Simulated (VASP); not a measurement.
Here is a VASP 6.6.1 calculation.

File INCAR:

```
ALGO = Normal ; EDIFF = 1E-6
ENCUT = 600 ; GGA = PE
GGA_COMPAT = F ; ISIF = 2
ISMEAR = 0 ; LASPH = T
LCHARG = F ; LMAXMIX = 6
LREAL = F ; LWAVE = F
NBANDS = 19 ; NELM = 200
PREC = Accurate ; SIGMA = 0.2
```

Contents of KPOINTS:

```
k-points
0
Gamma
  5 5 5
```

Contents of POSCAR:

```
Ho2O
1.0
    4.2650563113      0.0000000000      0.0000000000
    0.0000000000      4.2650563113      0.0000000000
    0.0000000000      0.0000000000      2.9887043249
Ho O
2 1
Direct
    0.5000000000      0.0000000000      0.5000000000
    0.0000000000      0.5000000000      0.5000000000
    0.0000000000      0.0000000000      0.0000000000
```

Potentials or basis: VASP PAW PBE potentials, release 64 (Ho_3, O), 4f in core.

Launch:

```console
$ cat potpaw_PBE.64/Ho_3/POTCAR potpaw_PBE.64/O/POTCAR > POTCAR
$ mpirun -np 1 vasp_std > vasp.out
```

Task: Predict the band gap on the k mesh.

Result: Zero (bands 12 and 13 overlap by 2.09 eV).

Task: What does it give for the pressure?

Result: 0.4 GPa.

Caveat: the k points lie up to 0.42 Å⁻¹ apart, too coarse for converged energies and pressures of a metal; spin-orbit coupling is left out, which moves the levels of the heavy elements; the 4f electrons are frozen in the core, so they carry no moment and show no levels; the run has no spin polarisation, though such a crystal can be magnetic. With open d or f shells a metallic result of PBE can be an artefact of self-interaction; +U or a hybrid may open a gap.
